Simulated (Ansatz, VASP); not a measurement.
# Al3Ni2 in VASP and in Ansatz

```xyz
5
Lattice="3.9031 0.0000 0.0000 -1.9515 3.3802 0.0000 0.0000 0.0000 4.8595" Properties=species:S:1:pos:R:3 pbc="T T T"
Al    0.0000    0.0000    0.0000
Al    0.0000    2.2534    3.1479
Al    1.9515    1.1267    1.7116
Ni    0.0000    2.2534    0.7074
Ni    1.9515    1.1267    4.1521
```

Change from the starting cell: strain -0.0250 x Voigt [1, 1, 0, 0, 0, 0], atoms carried along.

Alike in both runs: task single point; functional PBEsol; k mesh 12 × 12 × 10; occupations gaussian, width 0.15 eV; no spin polarisation.

|  | VASP | Ansatz |
| --- | --- | --- |
| version | VASP 6.6.1 | Ansatz 0.2.0 |
| potentials or method | VASP PAW PBE potentials, release 64 (Al, Ni), cutoff 520 eV | scalar-relativistic, plane waves, PAW |
| valence electrons in the cell | 29 | 45 |

```tsv
	VASP	Ansatz	Ansatz less VASP
gap on the k mesh at the Fermi level (eV)	none	none	-
pressure (GPa)	8.1	8.0	-0.08
traceless stress, the component that is largest in VASP (GPa)	-3.67	-3.72	-0.044
rms of the force components (eV/Å)	0.056	0.052	-0.0038
```

VASP's potentials were made for PBE, not for PBEsol. Atom by atom the forces differ by 0.005 eV/Å (rms over components). A gap of «none» marks a metal or a gap that the smearing closes. VASP's potentials hold 29 valence electrons a cell and Ansatz's 45, so a difference there can come from the potentials and not from the codes.
